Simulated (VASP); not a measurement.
# Li (I4/mmm) in VASP: further runs, part 2 of 2

VASP 6.6.1. Earlier steps stand in the parts before.

## Step 3: Single point, PBEsol (biaxial strain in the a-b plane: +1.0 %)

Input file INCAR:

```
SYSTEM = Li
PREC     = Accurate       ! precision mode
ENCUT    = 750            ! plane-wave cutoff, eV
EDIFF    = 1E-6           ! SCF threshold, eV
ISMEAR   = 0              ! smearing method
SIGMA    = 0.1            ! smearing width, eV
LREAL    = .FALSE.        ! projectors in reciprocal space
LASPH    = .TRUE.         ! aspherical terms in the spheres
NELM     = 120            ! most SCF steps
ALGO     = Normal         ! electronic algorithm
ISIF     = 2              ! what is computed and relaxed
LWAVE    = .FALSE.        ! write WAVECAR
LCHARG   = .FALSE.        ! write CHGCAR
GGA      = PS             ! functional
NBANDS   = 10             ! bands
GGA_COMPAT= .FALSE.
```

Input file KPOINTS:

```
regular mesh
0
G
  16 16 16
  0 0 0
```

Input file POSCAR:

```
Li
1.0
    3.4657620237      0.0000000000      0.0000000000
    0.0000000000      3.4657620237      0.0000000000
    0.0000000000      0.0000000000      3.4108588630
Li
2
Direct
    0.0000000000      0.0000000000      0.0000000000
    0.5000000000      0.5000000000      0.5000000000
```

Potentials or basis: VASP PAW PBE potentials, release 64 (Li_sv).

Started as:

```sh
cat potpaw_PBE.64/Li_sv/POTCAR > POTCAR
mpirun -np 1 vasp_std > vasp.out
```

OUTCAR:

```text
SYSTEM = Li
   PREC = Accurate
   ENCUT = 750
   EDIFF = 1E-6
   ISMEAR = 0
   LREAL = .FALSE.
   LASPH = .TRUE.
   NELM = 120
   ISIF = 2
   GGA = PS

 ion  position               nearest neighbor table
   1  0.000  0.000  0.000-
   2  0.500  0.500  0.500-

  LATTYP: Found a simple tetragonal cell.
 ALAT       =     3.4657620237
 C/A-ratio  =     0.9841584159

  Lattice vectors:

 A1 = (   3.4657620237,   0.0000000000,   0.0000000000)
 A2 = (   0.0000000000,   3.4657620237,   0.0000000000)
 A3 = (   0.0000000000,   0.0000000000,   3.4108588630)

Analysis of symmetry for initial positions (statically):
=====================================================================
 Subroutine PRICEL returns following result:

  LATTYP: Found a body centered tetragonal cell.
 ALAT       =     3.4657620237
 C/A-ratio  =     0.9841584159

  Lattice vectors:

 A1 = (  -1.7328810118,  -1.7328810118,  -1.7054294315)
 A2 = (   1.7328810118,   1.7328810118,  -1.7054294315)
 A3 = (   1.7328810118,  -1.7328810118,   1.7054294315)

   2 primitive cells build up your supercell.

 Routine SETGRP: Setting up the symmetry group for a
 simple tetragonal supercell.

 Subroutine GETGRP returns: Found 16 space group operations
 (whereof 16 operations were pure point group operations)
 out of a pool of 16 trial point group operations.

The static configuration has the point symmetry D_4h.

Analysis of symmetry for dynamics (positions and initial velocities):
=====================================================================
 Subroutine PRICEL returns following result:

  LATTYP: Found a body centered tetragonal cell.
 ALAT       =     3.4657620237
 C/A-ratio  =     0.9841584159

  Lattice vectors:

 A1 = (  -1.7328810118,  -1.7328810118,  -1.7054294315)
[... 132 lines left out ...]
  Fermi-wavevector in a.u.,A,eV,Ry     =   0.862922  1.630686 10.131364  0.744634
  Thomas-Fermi vector in A             =   1.980796
   LORBIT       =      0    0 simple, 1 ext, 2 COOP (PROOUT), +10 PAW based schemes
   GGA     = PS    functional components
   LHFCALC =     F    Hartree Fock is set to
   AEXX    =    0.0000 exact exchange contribution
   IVDW    =     0    specifies the selected vdW correction
   LEPSILON=     F    determine dielectric tensor
   LRPA    =     F    only Hartree local field effects (RPA)
 non-spin polarized calculation
 Gauss-broadening in eV      SIGMA  =   0.10
  energy-cutoff  :      750.00
  volume of cell :       40.97
 maximum number of plane-waves:      1956
 NGX is ok and might be reduce to    32
   NGX = 15   NGY = 15   NGZ = 15

 number of electron       6.0000008 magnetization

 Free energy of the ion-electron system (eV)
  ---------------------------------------------------
  ext. energy  EPLUGINS =         0.00000000
  ---------------------------------------------------
  free energy    TOTEN  =        -3.93661372 eV

  energy without entropy =       -3.93185939  energy(sigma->0) =       -3.93423656

 E-fermi :   0.6094     XC(G=0):  -6.9922

 val. band max:        0.6062734032   @ k =   0.3750   0.3750   0.3125
 cond. band min:       0.6191516506   @ k =   0.3750   0.3125   0.3750
 fundamental gap:      0.0128782475
 Fermi energy:         0.6094332602

 k-point     1 :       0.0000    0.0000    0.0000
  band No.  band energies     occupation
      1     -45.3237      2.00000
      2     -45.2906      2.00000
      3      -2.9559      2.00000
      4       5.9687      0.00000
      5       5.9687      0.00000
      6       6.3218      0.00000
      7       8.2051      0.00000
      8       8.4231      0.00000
      9      14.1231      0.00000
     10      15.0908      0.00000
[... 287 lines left out ...]
 k-point    24 :       0.5000    0.1250    0.0000
  band No.  band energies     occupation
      1     -45.3055      2.00000
      2     -45.3055      2.00000
      3      -0.4410      2.00000
      4      -0.4410      2.00000
      5       7.6197      0.00000
      6       7.6197      0.00000
      7       9.4475      0.00000
      8       9.4475      0.00000
      9      12.6508      0.00000
     10      12.6508      0.00000

 [... further k-points ...]

------------------------ aborting loop because EDIFF is reached ----------------------------------------

  FORCE on cell =-STRESS in cart. coord.  units (eV):
  Direction    XX          YY          ZZ          XY          YZ          ZX
  --------------------------------------------------------------------------------------
  -------------------------------------------------------------------------------------
  Total       -0.0778299     -0.0778299     -0.0554641      0.0000000     -0.0000000      0.0000000
  in kB       -3.0436590     -3.0436590     -2.1690080      0.0000000     -0.0000000      0.0000000
  external PRESSURE =      -2.7521087 kB  Pullay stress =       0.0000000 kB

 VOLUME and BASIS-vectors are now :
 -----------------------------------------------------------------------------
  energy-cutoff  :      750.00
  volume of cell :       40.97
      direct lattice vectors                 reciprocal lattice vectors
     3.465762024  0.000000000  0.000000000     0.288536834  0.000000000  0.000000000
     0.000000000  3.465762024  0.000000000     0.000000000  0.288536834  0.000000000
     0.000000000  0.000000000  3.410858863     0.000000000  0.000000000  0.293181290

 POSITION                                       TOTAL-FORCE (eV/Angst)
 -----------------------------------------------------------------------------------
      0.00000      0.00000      0.00000         0.000000     -0.000000     -0.000000
      1.73288      1.73288      1.70543        -0.000000      0.000000      0.000000
 -----------------------------------------------------------------------------------
    total drift:                                0.000000      0.000000     -0.000000

  FREE ENERGIE OF THE ION-ELECTRON SYSTEM (eV)
  ---------------------------------------------------
  free  energy   TOTEN  =        -3.9366137248 eV

  energy  without entropy=       -3.9318593949  energy(sigma->0) =       -3.93423656
```

stdout:

```text
POSCAR found type information on POSCAR Li
 POSCAR found :  1 types and       2 ions
 scaLAPACK will be used
 -----------------------------------------------------------------------------
|                                                                             |
|                                                                             |
|     You enforced a specific xc type in the INCAR file but a different       |
|     I HOPE YOU KNOW WHAT YOU ARE DOING!                                     |
|                                                                             |
 -----------------------------------------------------------------------------

 LDA part: xc-table for (Slater+PW92), standard interpolation
 POSCAR, INCAR and KPOINTS ok, starting setup
 FFT: planning ... GRIDC
 FFT: planning ... GRID_SOFT
 FFT: planning ... GRID
 WAVECAR not read
 entering main loop
```

It took 1.9 min on 1 thread of Intel Xeon 8259CL, shared host; peak memory 0.33 GiB.

What came out:

```yaml
Free_energy: -3.9366 eV
Pressure: -0.3 GPa
Band_gap_on_the_k_mesh: zero (bands 3 and 4 overlap by 4.50 eV)
```

Stress tensor (GPa, compression positive):
```
-0.30  0.00  0.00
 0.00 -0.30  0.00
 0.00  0.00 -0.22
```

Levels at points of the mesh, in eV from the Fermi level:
| k point | band 1 | band 2 | band 3 | band 4 | band 5 | band 6 | band 7 |
| --- | --- | --- | --- | --- | --- | --- | --- |
| (0.00, 0.00, 0.00) | -45.93 | -45.90 | -3.57 | 5.36 | 5.36 | 5.71 | 7.60 |
| (0.50, 0.00, 0.00) | -45.92 | -45.92 | -1.18 | -1.18 | 8.33 | 8.33 | 8.67 |
| (0.50, 0.50, 0.00) | -45.91 | -45.91 | 0.19 | 0.19 | 3.14 | 3.14 | 10.44 |
| (0.00, 0.00, 0.50) | -45.91 | -45.91 | -1.11 | -1.11 | 8.42 | 8.42 | 8.42 |
| (0.50, 0.00, 0.50) | -45.91 | -45.91 | 0.26 | 0.26 | 3.24 | 3.24 | 10.22 |
| (0.50, 0.50, 0.50) | -45.91 | -45.91 | 3.32 | 3.32 | 3.37 | 3.37 | 3.37 |

Caveat: the cell differs from its parent crystal (biaxial strain in the a-b plane: +1.0 %); the PAW data sets were made with another functional, which shifts forces and pressure a little.

## Step 4: Single point, PBEsol (biaxial strain in the a-b plane: +2.0 %, then relaxed in part)

Input file INCAR:

```
ALGO = Normal
EDIFF = 1E-6
ENCUT = 750
GGA = PS
GGA_COMPAT = False
ISIF = 2
ISMEAR = 0
LASPH = True
LCHARG = True
LELF = True
LREAL = False
LVHAR = True
LWAVE = False
NBANDS = 10
NELM = 120
PREC = Accurate
SIGMA = 0.1
```

Input file KPOINTS:

```
k-points
0
Gamma
  16 16 16
```

Input file POSCAR:

```
Li
1.0
    3.5000764992      0.0000000000      0.0000000000
    0.0000000000      3.5000764992      0.0000000000
    0.0000000000      0.0000000000      3.3437149392
Li
2
Direct
    0.0000000000      0.0000000000      0.0000000000
    0.5000000000      0.5000000000      0.5000000000
```

Started as:

```sh
cat potpaw_PBE.64/Li_sv/POTCAR > POTCAR
mpirun -np 1 vasp_std > vasp.out
```

Run time: 2.4 min. Hardware: 1 thread of Intel Xeon 8259CL, shared host; peak memory 0.33 GiB.

It converged, with:

* Free energy: -3.9357 eV
* Pressure: -0.3 GPa
* Band gap on the k mesh: zero (bands 3 and 4 overlap by 4.49 eV)

Stress tensor (GPa, compression positive):
```
-0.36  0.00  0.00
 0.00 -0.36  0.00
 0.00  0.00 -0.11
```

Levels at points of the mesh, in eV from the Fermi level:
| k point | band 1 | band 2 | band 3 | band 4 | band 5 | band 6 |
| --- | --- | --- | --- | --- | --- | --- |
| (0.00, 0.00, 0.00) | -45.94 | -45.90 | -3.57 | 5.14 | 5.14 | 6.17 |
| (0.50, 0.00, 0.00) | -45.92 | -45.92 | -1.23 | -1.23 | 8.07 | 8.07 |
| (0.50, 0.50, 0.00) | -45.92 | -45.92 | 0.09 | 0.09 | 3.02 | 3.02 |
| (0.00, 0.00, 0.50) | -45.92 | -45.92 | -1.01 | -1.01 | 8.34 | 8.34 |
| (0.50, 0.00, 0.50) | -45.92 | -45.92 | 0.31 | 0.31 | 3.30 | 3.30 |
| (0.50, 0.50, 0.50) | -45.91 | -45.91 | 3.26 | 3.26 | 3.41 | 3.41 |

Caveat: the cell differs from its parent crystal (biaxial strain in the a-b plane: +2.0 %, then relaxed in part); the PAW data sets were made with another functional, which shifts forces and pressure a little.

## Step 5: The runs side by side

| cell | gap on the mesh (eV) | pressure (GPa) |
| --- | --- | --- |
| a = 3.466, b = 3.466, c = 3.389 Å, 2 atoms | none | -0.2 |
| a = 3.466, b = 3.466, c = 3.411 Å, 2 atoms | none | -0.3 |
| a = 3.500, b = 3.500, c = 3.344 Å, 2 atoms | none | -0.3 |

Alike in all rows: task single point; level PBEsol; potentials or basis VASP PAW PBE potentials, release 64 (Li_sv); no spin polarisation; k mesh 16 × 16 × 16; cutoff (eV) 750; smearing gaussian 0.1 eV.

Caveats: the PAW data sets were made with another functional, which shifts forces and pressure a little.

Absolute energies hang on the potentials; compare differences alone.
